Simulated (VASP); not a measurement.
# HfN (Fm-3m) in VASP: relaxation of cell and atoms with r2SCAN

Aim: the relaxation of cell and atoms of HfN with r2SCAN.

Everything below comes from runs of VASP 6.6.1. Logs are shortened: lines on timing, memory, paths and dates and some standing lists are left out, and cuts for length are marked.

## Step 1: The cell of the first run

The structure is cubic, space group Fm-3m (No. 225). The conventional cell has a = 4.526 Å, b = 4.526 Å, c = 4.526 Å, α = 90.00°, β = 90.00°, γ = 90.00°. Hf (site symmetry m-3m) has 6 N at 2.26 Å within 3.0 Å. Within 3.0 Å of N (site symmetry m-3m) lie 6 Hf at 2.26 Å.

## Step 2: Relaxation of cell and atoms, r2SCAN

File POSCAR:

```
HfN
1.0
    0.0000000000      2.2628108254      2.2628108254
    2.2628108254      0.0000000000      2.2628108254
    2.2628108254      2.2628108254      0.0000000000
Hf N
1 1
Direct
    0.0000000000      0.0000000000      0.0000000000
    0.5000000000      0.5000000000      0.5000000000
```

File INCAR.step1:

```
PREC = Accurate ; ENCUT = 600
ISMEAR = -1 ; SIGMA = 0.15
LREAL = F ; LASPH = T
NELM = 80 ; GGA = PE
ALGO = Normal ; EDIFF = 1E-4
LWAVE = T ; LCHARG = F
```

File INCAR.step2:

```
PREC = Accurate ; ENCUT = 600
EDIFF = 1E-7 ; ISMEAR = -1
SIGMA = 0.15 ; LREAL = F
LASPH = T ; NELM = 80
ALGO = Normal ; ISIF = 3
LWAVE = F ; LCHARG = F
METAGGA = R2SCAN ; LMIXTAU = T
IBRION = 2 ; NSW = 80
EDIFFG = -0.001 ; ISTART = 1
```

File KPOINTS:

```
Automatic mesh
0
Gamma
  22 22 22
```

Potentials or basis: VASP PAW PBE potentials, release 64 (Hf_pv, N).

The run is started by

```sh
$ cat potpaw_PBE.64/Hf_pv/POTCAR potpaw_PBE.64/N/POTCAR > POTCAR
$ cp INCAR.step1 INCAR
$ mpirun -np 1 vasp_std > vasp.out
$ cp INCAR.step2 INCAR
$ mpirun -np 1 vasp_std > vasp.out
```

OUTCAR:

```text
PREC = Accurate
   ENCUT = 600
   EDIFF = 1E-7
   ISMEAR = -1
   LREAL = F
   LASPH = T
   NELM = 80
   ISIF = 3
   METAGGA = R2SCAN
   IBRION = 2
   NSW = 80
   EDIFFG = -0.001
   ISTART = 1

 ion  position               nearest neighbor table
   1  0.000  0.000  0.000-   2 2.26   2 2.26   2 2.26   2 2.26   2 2.26   2 2.26
   2  0.500  0.500  0.500-   1 2.26   1 2.26   1 2.26   1 2.26   1 2.26   1 2.26

  LATTYP: Found a face centered cubic cell.
 ALAT       =     4.5256216508

  Lattice vectors:

 A1 = (   0.0000000000,   2.2628108254,   2.2628108254)
 A2 = (   2.2628108254,   0.0000000000,   2.2628108254)
 A3 = (   2.2628108254,   2.2628108254,   0.0000000000)

Analysis of symmetry for initial positions (statically):
=====================================================================
 Subroutine PRICEL returns:
 Original cell was already a primitive cell.

 Routine SETGRP: Setting up the symmetry group for a
 face centered cubic supercell.

 Subroutine GETGRP returns: Found 48 space group operations
 (whereof 48 operations were pure point group operations)
 out of a pool of 48 trial point group operations.

The static configuration has the point symmetry O_h .

Analysis of symmetry for dynamics (positions and initial velocities):
=====================================================================
 Subroutine PRICEL returns:
 Original cell was already a primitive cell.

 Routine SETGRP: Setting up the symmetry group for a
 face centered cubic supercell.

 Subroutine GETGRP returns: Found 48 space group operations
 (whereof 48 operations were pure point group operations)
 out of a pool of 48 trial point group operations.

The dynamic configuration has the point symmetry O_h .

 Subroutine INISYM returns: Found 48 space group operations
 (whereof 48 operations are pure point group operations),
 and found     1 'primitive' translations

----------------------------------------------------------------------------------------

                                     Primitive cell

  volume of cell :      23.1726

  direct lattice vectors                    reciprocal lattice vectors
     0.000000000  2.262810825  2.262810825    -0.220964119  0.220964119  0.220964119
     2.262810825  0.000000000  2.262810825     0.220964119 -0.220964119  0.220964119
     2.262810825  2.262810825  0.000000000     0.220964119  0.220964119 -0.220964119

  length of vectors
     3.200097758  3.200097758  3.200097758     0.382721080  0.382721080  0.382721080

  position of ions in fractional coordinates (direct lattice)
     0.000000000  0.000000000  0.000000000
     0.500000000  0.500000000  0.500000000

  ion indices of the primitive-cell ions
   primitive index   ion index
                 1           1
                 2           2

----------------------------------------------------------------------------------------

 KPOINTS: Automatic mesh

Automatic generation of k-mesh.
 Grid dimensions read from file:
 generate k-points for:   22   22   22

 Generating k-lattice:

  Cartesian coordinates                     Fractional coordinates (reciprocal lattice)
    -0.010043824  0.010043824  0.010043824     0.045454545  0.000000000  0.000000000
     0.010043824 -0.010043824  0.010043824     0.000000000  0.045454545  0.000000000
     0.010043824  0.010043824 -0.010043824     0.000000000  0.000000000  0.045454545

  Length of vectors
     0.017396413  0.017396413  0.017396413

  Shift w.r.t. Gamma in fractional coordinates (k-lattice)
     0.000000000  0.000000000  0.000000000

 Subroutine IBZKPT returns following result:
 ===========================================

 Found    328 irreducible k-points:

 Following reciprocal coordinates:
            Coordinates               Weight
  0.000000  0.000000  0.000000      1.000000
  0.045455  0.000000  0.000000      8.000000
  0.090909  0.000000  0.000000      8.000000
  0.136364  0.000000  0.000000      8.000000
  0.181818  0.000000  0.000000      8.000000
  0.227273  0.000000  0.000000      8.000000
[... 16 lines left out ...]
  0.500000  0.045455  0.000000     24.000000
 -0.454545  0.045455  0.000000     24.000000
 [... further k-points ...]
   k-points           NKPTS =    328   k-points in BZ     NKDIM =    328   number of bands    NBANDS=     11
   number of dos      NEDOS =    301   number of ions     NIONS =      2
   total plane-waves  NPLWV =  21952
   dimension x,y,z NGX =    28 NGY =   28 NGZ =   28
   dimension x,y,z NGXF=    56 NGYF=   56 NGZF=   56
   ions per type =               1   1
   NGX,Y,Z   is equivalent  to a cutoff of  14.55, 14.55, 14.55 a.u.
   NGXF,Y,Z  is equivalent  to a cutoff of  29.09, 29.09, 29.09 a.u.
 SYSTEM =  unknown system
   PREC   = accura    normal or accurate (medium, high low for compatibility)
   ISTART =      1    job   : 0-new  1-cont  2-samecut
   ICHARG =      0    charge: 1-file 2-atom 10-const
   ISPIN  =      1    spin polarized calculation?
   LNONCOLLINEAR =      F non collinear calculations
   LSORBIT =      F    spin-orbit coupling
   LASPH  =      T    aspherical Exc in radial PAW
   ENCUT  =  600.0 eV  44.10 Ry    6.64 a.u.   6.39  6.39  6.39*2*pi/ulx,y,z
   NELM   =     80;   NELMIN=  2; NELMDL=  0     # of ELM steps
   EDIFF  = 0.1E-06   stopping-criterion for ELM
   LREAL  =      F    real-space projection
   EDIFFG = -.1E-02   stopping-criterion for IOM
   NSW    =     80    number of steps for IOM
   IBRION =      2    ionic relax: 0-MD 1-quasi-New 2-CG
   NFREE  =      1    steps in history (QN), initial steepest desc. (CG)
   ISIF   =      3    stress and relaxation
   ISYM   =      2    0-nonsym 1-usesym 2-fastsym
   POTIM  = 0.5000    time-step for ionic-motion
   TEBEG  =    0.0;   TEEND  =   0.0 temperature during run
   PSTRESS=    0.0 pullay stress
   NELECT =      15.0000    total number of electrons
   NUPDOWN=      -1.0000    fix difference up-down
   EMIN   =  10.00;   EMAX   =-10.00  energy-range for DOS
   EFERMI =   0.00;   METHOD = LEGACY
   ISMEAR =    -1;   SIGMA  =   0.15  broadening in eV -4-tet -1-fermi 0-gaus
   EFERMI_NEDOS =   21; number of points for ismear=-14 and -15
   IALGO  =     38    algorithm
   IMIX   =      4    mixing-type and parameters
     AMIX     =   0.40;   BMIX     =  1.00
     AMIX_MAG =   1.60;   BMIX_MAG =  1.00
  volume/ion in A,a.u.               =      11.59        78.19
  Fermi-wavevector in a.u.,A,eV,Ry     =   1.416164  2.676163 27.286778  2.005522
  Thomas-Fermi vector in A             =   2.537527
   LORBIT       =      0    0 simple, 1 ext, 2 COOP (PROOUT), +10 PAW based schemes
   METAGGA = R2SCAN    functional components
   LHFCALC =     F    Hartree Fock is set to
   AEXX    =    0.0000 exact exchange contribution
   IVDW    =     0    specifies the selected vdW correction
   LEPSILON=     F    determine dielectric tensor
   LRPA    =     F    only Hartree local field effects (RPA)
 conjugate gradient relaxation of ions
 non-spin polarized calculation
  energy-cutoff  :      600.00
  volume of cell :       23.17
 maximum number of plane-waves:       786
 NGX is ok and might be reduce to    28
   NGX = 13   NGY = 13   NGZ = 13

--------------------------------------- Ionic step        1  -------------------------------------------

 number of electron      15.0000001 magnetization

 Free energy of the ion-electron system (eV)
  ---------------------------------------------------
  ext. energy  EPLUGINS =         0.00000000
  ---------------------------------------------------
  free energy    TOTEN  =       -58.25646841 eV

  energy without entropy =      -58.21365999  energy(sigma->0) =      -58.23506420

------------------------ aborting loop because EDIFF is reached ----------------------------------------

  FORCE on cell =-STRESS in cart. coord.  units (eV):
  Direction    XX          YY          ZZ          XY          YZ          ZX
  --------------------------------------------------------------------------------------
  -------------------------------------------------------------------------------------
  Total       -0.3626061     -0.3626061     -0.3626061     -0.0000000     -0.0000000      0.0000000
  in kB      -25.0709558    -25.0709558    -25.0709558     -0.0000000     -0.0000000      0.0000000
  external PRESSURE =     -25.0709558 kB  Pullay stress =       0.0000000 kB
[... 93 lines left out ...]
  energy  without entropy=      -58.2156084774  energy(sigma->0) =      -58.23679661

--------------------------------------- Ionic step        4  -------------------------------------------

 number of electron      15.0000002 magnetization

 Free energy of the ion-electron system (eV)
  ---------------------------------------------------
  ext. energy  EPLUGINS =         0.00000000
  ---------------------------------------------------
  free energy    TOTEN  =       -58.25798434 eV

  energy without entropy =      -58.21562600  energy(sigma->0) =      -58.23680517

 E-fermi :   8.5635     XC(G=0): -13.5835

 val. band max:        8.5430547204   @ k =  -0.1818   0.3182   0.1364
 cond. band min:       8.5704112395   @ k =  -0.1364   0.0455   0.0000
 fundamental gap:      0.0273565191
 Fermi energy:         8.5634590095

 k-point     1 :       0.0000    0.0000    0.0000
  band No.  band energies     occupation
      1     -23.9544      2.00000
      2     -23.9544      2.00000
      3     -23.9544      2.00000
      4     -10.1601      2.00000
      5       5.1318      2.00000
      6       5.1318      2.00000
      7       5.1318      2.00000
      8       8.2253      1.81004
      9       8.2253      1.81004
     10       8.2253      1.81004
     11      10.5858      0.00000
[... 309 lines left out ...]
 k-point    24 :      -0.4545    0.0455    0.0000
  band No.  band energies     occupation
      1     -24.9204      2.00000
      2     -24.0531      2.00000
      3     -24.0379      2.00000
      4      -7.5147      2.00000
      5      -0.6996      2.00000
      6       1.9180      2.00000
      7       1.9601      2.00000
      8      11.6506      0.00000
      9      12.1762      0.00000
     10      12.2225      0.00000
     11      13.7141      0.00000

 [... further k-points ...]
[... 5 lines left out ...]
  --------------------------------------------------------------------------------------
  -------------------------------------------------------------------------------------
  Total       -0.0002970     -0.0002970     -0.0002970     -0.0000000      0.0000000     -0.0000000
  in kB       -0.0207138     -0.0207138     -0.0207138     -0.0000000      0.0000000     -0.0000000
  external PRESSURE =      -0.0207138 kB  Pullay stress =       0.0000000 kB
[... 17 lines left out ...]
  FREE ENERGIE OF THE ION-ELECTRON SYSTEM (eV)
  ---------------------------------------------------
  free  energy   TOTEN  =       -58.2579843449 eV

  energy  without entropy=      -58.2156260039  energy(sigma->0) =      -58.23680517

 reached required accuracy - stopping structural energy minimisation
```

It took 11 min on 1 thread of Intel Xeon 6975P-C (Granite Rapids), shared host; peak memory 0.29 GiB.

Results:

| Item | Value |
| --- | --- |
| Free energy | -58.2580 eV |
| Relaxed volume | 11.48 Å³/atom |
| Relaxed cell | a = 3.191 Å, b = 3.191 Å, c = 3.191 Å, α = 60.00°, β = 60.00°, γ = 60.00° |
| Space group after relaxing (to 0.1 Å) | Fm-3m (No. 225) |
| Energy gained by relaxing | 0.8 meV/atom |
| Ionic steps | 4 |
| Pressure after relaxing | 0.0 GPa |
| Band gap on the k mesh | zero (an odd number of electrons rules out a gap without spin polarisation) |

The path:
```tsv
step	energy change (eV)	largest force (eV/Å)	pressure (GPa)	volume (Å³)
1	0.0000	0.0000	-2.51	23.17
2	0.0051	0.0000	5.26	22.57
3	-0.0015	0.0000	-0.10	22.98
4	-0.0015	0.0000	0.00	22.97
```

Final structure:
```yaml
crystal:
  lattice:
    - [0.00000, 2.25616, 2.25616]
    - [2.25616, 0.00000, 2.25616]
    - [2.25616, 2.25616, 0.00000]
  atoms:
    - { symbol: Hf, position: [0.00000, 0.00000, 0.00000] }
    - { symbol: N, position: [0.50000, 0.50000, 0.50000] }
```

Levels at points of the mesh, in eV from the Fermi level:
```
           k point  band 5  band 6  band 7  band 8  band 9  band 10  band 11
(0.00, 0.00, 0.00)   -3.43   -3.43   -3.43   -0.34   -0.34    -0.34     2.02
(0.50, 0.00, 0.00)   -9.36   -6.67   -6.67    3.41    3.80     3.80     4.63
(0.50, 0.50, 0.00)   -5.93   -4.14   -4.14   -3.91    4.16     5.59     5.59
```

Caveat: the PAW data sets were made with another functional, which shifts forces and pressure a little; spin-orbit coupling is left out, which moves the levels of the heavy elements; an odd number of electrons without spin polarisation forces a metal; a magnetic or distorted state may lie lower.

The gap in the log of VASP goes by the Fermi energy; the results here count the filled bands.